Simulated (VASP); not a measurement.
# NaP2 (P6/mmm) in VASP: further runs, part 3 of 3

VASP 6.6.1.

## 5. Single point, PBE

This run uses another cell than the first one, of 21.32 Å³/atom.

The input, INCAR:

```
SYSTEM = NaP2
  PREC = Accurate
  ENCUT = 520
  EDIFF = 1E-7
  ISMEAR = 0
  SIGMA = 0.1
  LREAL = .False.
  LASPH = .True.
  NELM = 60
  ALGO = Normal
  ISIF = 2
  LWAVE = .False.
  LCHARG = .False.
  GGA = PE
  NBANDS = 16
```

The input, KPOINTS:

```
regular mesh
0
Gamma
  12 12 14
  0 0 0
```

The input, POSCAR:

```
NaP2
1.0
    4.0849363410      0.0000000000      0.0000000000
   -2.0424681705      3.5376586441      0.0000000000
    0.0000000000      0.0000000000      4.4255729434
Na P
1 2
Direct
    0.0000000000      0.0000000000      0.0000000000
    0.3333333333      0.6666666667      0.5000000000
    0.6666666667      0.3333333333      0.5000000000
```

Potentials or basis: VASP PAW PBE potentials, release 64 (Na_pv, P).

Launch:

```bash
$ cat potpaw_PBE.64/Na_pv/POTCAR potpaw_PBE.64/P/POTCAR > POTCAR
$ mpirun -np 1 vasp_std > vasp.out
```

OUTCAR:

```text
SYSTEM = NaP2
   PREC = Accurate
   ENCUT = 520
   EDIFF = 1E-7
   ISMEAR = 0
   LREAL = .False.
   LASPH = .True.
   NELM = 60
   ISIF = 2
   GGA = PE

 ion  position               nearest neighbor table
   1  0.000  0.000  0.000-
   2  0.333  0.667  0.500-   3 2.36   3 2.36   3 2.36
   3  0.667  0.333  0.500-   2 2.36   2 2.36   2 2.36

  LATTYP: Found a hexagonal cell.
 ALAT       =     4.0849363410
 C/A-ratio  =     1.0833884727

  Lattice vectors:

 A1 = (   4.0849363410,   0.0000000000,   0.0000000000)
 A2 = (  -2.0424681705,   3.5376586441,   0.0000000000)
 A3 = (   0.0000000000,   0.0000000000,   4.4255729434)

Analysis of symmetry for initial positions (statically):
=====================================================================
 Subroutine PRICEL returns:
 Original cell was already a primitive cell.

 Routine SETGRP: Setting up the symmetry group for a
 hexagonal supercell.

 Subroutine GETGRP returns: Found 24 space group operations
 (whereof 24 operations were pure point group operations)
 out of a pool of 24 trial point group operations.

The static configuration has the point symmetry D_6h.

Analysis of symmetry for dynamics (positions and initial velocities):
=====================================================================
 Subroutine PRICEL returns:
 Original cell was already a primitive cell.

 Routine SETGRP: Setting up the symmetry group for a
 hexagonal supercell.

 Subroutine GETGRP returns: Found 24 space group operations
 (whereof 24 operations were pure point group operations)
 out of a pool of 24 trial point group operations.

The dynamic configuration has the point symmetry D_6h.

 Subroutine INISYM returns: Found 24 space group operations
 (whereof 24 operations are pure point group operations),
 and found     1 'primitive' translations

----------------------------------------------------------------------------------------

                                     Primitive cell

  volume of cell :      63.9544

  direct lattice vectors                    reciprocal lattice vectors
     4.084936341  0.000000000  0.000000000     0.244801857  0.141336418  0.000000000
    -2.042468170  3.537658644  0.000000000     0.000000000  0.282672836  0.000000000
     0.000000000  0.000000000  4.425572943     0.000000000  0.000000000  0.225959444

  length of vectors
     4.084936341  4.084936341  4.425572943     0.282672836  0.282672836  0.225959444

  position of ions in fractional coordinates (direct lattice)
     0.000000000  0.000000000  0.000000000
     0.333333333  0.666666667  0.500000000
     0.666666667  0.333333333  0.500000000

  ion indices of the primitive-cell ions
   primitive index   ion index
                 1           1
                 2           2
                 3           3

----------------------------------------------------------------------------------------

 KPOINTS: regular mesh

Automatic generation of k-mesh.
 Grid dimensions read from file:
 generate k-points for:   12   12   14

 Generating k-lattice:

  Cartesian coordinates                     Fractional coordinates (reciprocal lattice)
     0.020400155  0.011778035  0.000000000     0.083333333  0.000000000  0.000000000
     0.000000000  0.023556070  0.000000000     0.000000000  0.083333333  0.000000000
     0.000000000  0.000000000  0.016139960     0.000000000  0.000000000  0.071428571

  Length of vectors
     0.023556070  0.023556070  0.016139960

  Shift w.r.t. Gamma in fractional coordinates (k-lattice)
     0.000000000  0.000000000  0.000000000

 Subroutine IBZKPT returns following result:
 ===========================================

 Found    152 irreducible k-points:

 Following reciprocal coordinates:
            Coordinates               Weight
  0.000000  0.000000  0.000000      1.000000
  0.083333  0.000000  0.000000      6.000000
  0.166667  0.000000  0.000000      6.000000
  0.250000  0.000000  0.000000      6.000000
  0.333333  0.000000  0.000000      6.000000
  0.416667  0.000000  0.000000      6.000000
[... 16 lines left out ...]
  0.250000  0.000000  0.071429     12.000000
  0.333333  0.000000  0.071429     12.000000
 [... further k-points ...]
   k-points           NKPTS =    152   k-points in BZ     NKDIM =    152   number of bands    NBANDS=     16
   number of dos      NEDOS =    301   number of ions     NIONS =      3
   total plane-waves  NPLWV =  32400
   dimension x,y,z NGX =    30 NGY =   30 NGZ =   36
   dimension x,y,z NGXF=    60 NGYF=   60 NGZF=   72
   ions per type =               1   2
   NGX,Y,Z   is equivalent  to a cutoff of  12.21, 12.21, 13.52 a.u.
   NGXF,Y,Z  is equivalent  to a cutoff of  24.42, 24.42, 27.05 a.u.
 SYSTEM =  NaP2
   PREC   = accura    normal or accurate (medium, high low for compatibility)
   ISTART =      0    job   : 0-new  1-cont  2-samecut
   ICHARG =      2    charge: 1-file 2-atom 10-const
   ISPIN  =      1    spin polarized calculation?
   LNONCOLLINEAR =      F non collinear calculations
   LSORBIT =      F    spin-orbit coupling
   LASPH  =      T    aspherical Exc in radial PAW
   ENCUT  =  520.0 eV  38.22 Ry    6.18 a.u.   7.60  7.60  8.23*2*pi/ulx,y,z
   NELM   =     60;   NELMIN=  2; NELMDL= -5     # of ELM steps
   EDIFF  = 0.1E-06   stopping-criterion for ELM
   LREAL  =      F    real-space projection
   EDIFFG = 0.1E-05   stopping-criterion for IOM
   NSW    =      0    number of steps for IOM
   IBRION =     -1    ionic relax: 0-MD 1-quasi-New 2-CG
   NFREE  =      0    steps in history (QN), initial steepest desc. (CG)
   ISIF   =      2    stress and relaxation
   ISYM   =      2    0-nonsym 1-usesym 2-fastsym
   POTIM  = 0.5000    time-step for ionic-motion
   TEBEG  =    0.0;   TEEND  =   0.0 temperature during run
   PSTRESS=    0.0 pullay stress
   NELECT =      17.0000    total number of electrons
   NUPDOWN=      -1.0000    fix difference up-down
   EMIN   =  10.00;   EMAX   =-10.00  energy-range for DOS
   EFERMI =   0.00;   METHOD = LEGACY
   ISMEAR =     0;   SIGMA  =   0.10  broadening in eV -4-tet -1-fermi 0-gaus
   EFERMI_NEDOS =   21; number of points for ismear=-14 and -15
   IALGO  =     38    algorithm
   IMIX   =      4    mixing-type and parameters
     AMIX     =   0.40;   BMIX     =  1.00
     AMIX_MAG =   1.60;   BMIX_MAG =  1.00
  volume/ion in A,a.u.               =      21.32       143.86
  Fermi-wavevector in a.u.,A,eV,Ry     =   1.052610  1.989145 15.075094  1.107988
  Thomas-Fermi vector in A             =   2.187700
   LORBIT       =      0    0 simple, 1 ext, 2 COOP (PROOUT), +10 PAW based schemes
   GGA     = PE    functional components
   LHFCALC =     F    Hartree Fock is set to
   AEXX    =    0.0000 exact exchange contribution
   IVDW    =     0    specifies the selected vdW correction
   LEPSILON=     F    determine dielectric tensor
   LRPA    =     F    only Hartree local field effects (RPA)
 non-spin polarized calculation
 Gauss-broadening in eV      SIGMA  =   0.10
  energy-cutoff  :      520.00
  volume of cell :       63.95
 maximum number of plane-waves:      1744
   NGX = 15   NGY = 15   NGZ = 17

 number of electron      16.9999986 magnetization

 Free energy of the ion-electron system (eV)
  ---------------------------------------------------
  ext. energy  EPLUGINS =         0.00000000
  ---------------------------------------------------
  free energy    TOTEN  =       -12.15406372 eV

  energy without entropy =      -12.15144310  energy(sigma->0) =      -12.15275341

 E-fermi :   4.2841     XC(G=0):  -8.8616

 val. band max:        4.2596449125   @ k =   0.3333   0.0833   0.0000
 cond. band min:       4.3501930896   @ k =   0.2500   0.1667   0.0714
 fundamental gap:      0.0905481771
 Fermi energy:         4.2841098126

 k-point     1 :       0.0000    0.0000    0.0000
  band No.  band energies     occupation
      1     -20.2106      2.00000
      2     -20.1954      2.00000
      3     -20.1954      2.00000
      4      -9.5273      2.00000
      5      -0.5805      2.00000
      6       0.0947      2.00000
[... 8 lines left out ...]
     15      12.4931      0.00000
     16      15.0909      0.00000
[... 419 lines left out ...]
 k-point    24 :       0.3333    0.0000    0.0714
  band No.  band energies     occupation
      1     -20.2093      2.00000
      2     -20.2043      2.00000
      3     -20.1975      2.00000
      4      -8.4981      2.00000
      5      -4.8197      2.00000
      6      -0.7474      2.00000
[... 8 lines left out ...]
     15      11.4917      0.00000
     16      13.1866      0.00000

 [... further k-points ...]

------------------------ aborting loop because EDIFF is reached ----------------------------------------

  FORCE on cell =-STRESS in cart. coord.  units (eV):
  Direction    XX          YY          ZZ          XY          YZ          ZX
  --------------------------------------------------------------------------------------
  -------------------------------------------------------------------------------------
  Total       -0.0432824     -0.0432824      0.0002382      0.0000000      0.0000000      0.0000000
  in kB       -1.0843046     -1.0843046      0.0059684      0.0000000      0.0000000      0.0000000
  external PRESSURE =      -0.7208803 kB  Pullay stress =       0.0000000 kB

 VOLUME and BASIS-vectors are now :
 -----------------------------------------------------------------------------
  energy-cutoff  :      520.00
  volume of cell :       63.95
      direct lattice vectors                 reciprocal lattice vectors
     4.084936341  0.000000000  0.000000000     0.244801857  0.141336418  0.000000000
    -2.042468170  3.537658644  0.000000000     0.000000000  0.282672836  0.000000000
     0.000000000  0.000000000  4.425572943     0.000000000  0.000000000  0.225959444

 POSITION                                       TOTAL-FORCE (eV/Angst)
 -----------------------------------------------------------------------------------
      0.00000      0.00000      0.00000         0.000000      0.000000      0.000000
     -0.00000      2.35844      2.21279        -0.000000     -0.000000      0.000000
      2.04247      1.17922      2.21279         0.000000      0.000000      0.000000
 -----------------------------------------------------------------------------------
    total drift:                                0.000000     -0.000000      0.000000

  FREE ENERGIE OF THE ION-ELECTRON SYSTEM (eV)
  ---------------------------------------------------
  free  energy   TOTEN  =       -12.1540637217 eV

  energy  without entropy=      -12.1514431005  energy(sigma->0) =      -12.15275341
```

OSZICAR:

```text
N       E                     dE             d eps       ncg     rms          rms(c)
DAV:   1     0.910455469266E+02    0.91046E+02   -0.75824E+03  4896   0.967E+02
DAV:   2    -0.600187297444E+01   -0.97047E+02   -0.90295E+02  5368   0.247E+02
DAV:   3    -0.121933339497E+02   -0.61915E+01   -0.60631E+01  6744   0.584E+01
DAV:   4    -0.123041940709E+02   -0.11086E+00   -0.11080E+00  5616   0.831E+00
DAV:   5    -0.123071110856E+02   -0.29170E-02   -0.29169E-02  6928   0.134E+00    0.620E+00
DAV:   6    -0.121965892972E+02    0.11052E+00   -0.60941E-02  6360   0.173E+00    0.370E+00
DAV:   7    -0.121545102012E+02    0.42079E-01   -0.94134E-02  7048   0.189E+00    0.306E-01
DAV:   8    -0.121540726346E+02    0.43757E-03   -0.71284E-03  5760   0.703E-01    0.848E-02
DAV:   9    -0.121540510286E+02    0.21606E-04   -0.20067E-04  6408   0.154E-01    0.564E-02
DAV:  10    -0.121540636375E+02   -0.12609E-04   -0.76115E-05  5768   0.831E-02    0.162E-02
DAV:  11    -0.121540634710E+02    0.16649E-06   -0.74664E-06  6704   0.278E-02    0.618E-03
DAV:  12    -0.121540637969E+02   -0.32589E-06   -0.44801E-07  6032   0.479E-03    0.888E-04
DAV:  13    -0.121540637217E+02    0.75165E-07   -0.25245E-08  4424   0.119E-03
   1 F= -.12154064E+02 E0= -.12152753E+02  d E =-.262062E-02
```

stdout:

```text
POSCAR found type information on POSCAR NaP
 POSCAR found :  2 types and       3 ions
 scaLAPACK will be used
 LDA part: xc-table for (Slater+PW92), standard interpolation
 POSCAR, INCAR and KPOINTS ok, starting setup
 FFT: planning ... GRIDC
 FFT: planning ... GRID_SOFT
 FFT: planning ... GRID
 WAVECAR not read
 entering main loop
```

It took 55 s on 1 thread of Intel Xeon 6975P-C (Granite Rapids), shared host; peak memory 0.27 GiB.

Results:

```
Free energy            : -12.1541 eV
Pressure               : -0.1 GPa
Band gap on the k mesh : zero (an odd number of electrons rules out a gap without spin polarisation)
```

Caveat: an odd number of electrons without spin polarisation forces a metal; a magnetic or distorted state may lie lower.

## 6. The runs side by side

| task | cell | k mesh | cutoff (eV) | gap on the mesh (eV) | pressure (GPa) |
| --- | --- | --- | --- | --- | --- |
| single point | a = 4.428, b = 4.428, c = 3.111 Å, angles 90.0, 90.0, 120.0°, 3 atoms | 6 × 6 × 6 | 520 | none | 0.0 |
| single point | a = 4.723, b = 4.723, c = 3.208 Å, angles 90.0, 90.0, 120.0°, 3 atoms | 6 × 6 × 6 | 520 | none | -6.9 |
| relaxation of cell and atoms | relaxed from a = 4.723, b = 4.723, c = 3.208 Å, angles 90.0, 90.0, 120.0°, 3 atoms | 6 × 6 × 6 | 600 | none | -0.1 |
| single point | a = 4.085, b = 4.085, c = 4.426 Å, angles 90.0, 90.0, 120.0°, 3 atoms | 12 × 12 × 14 | 520 | none | -0.1 |

Alike in all rows: level PBE; potentials or basis VASP PAW PBE potentials, release 64 (Na_pv, P); no spin polarisation; smearing gaussian 0.1 eV.

Caveats: an odd number of electrons without spin polarisation forces a metal; a magnetic or distorted state may lie lower; the stress differs along the axes, from -9 to -4 GPa (at least some runs).

Total energies depend on the potentials used, so only differences within one code and one set of settings carry meaning.

The gap in the log of VASP goes by the Fermi energy; the results here count the filled bands.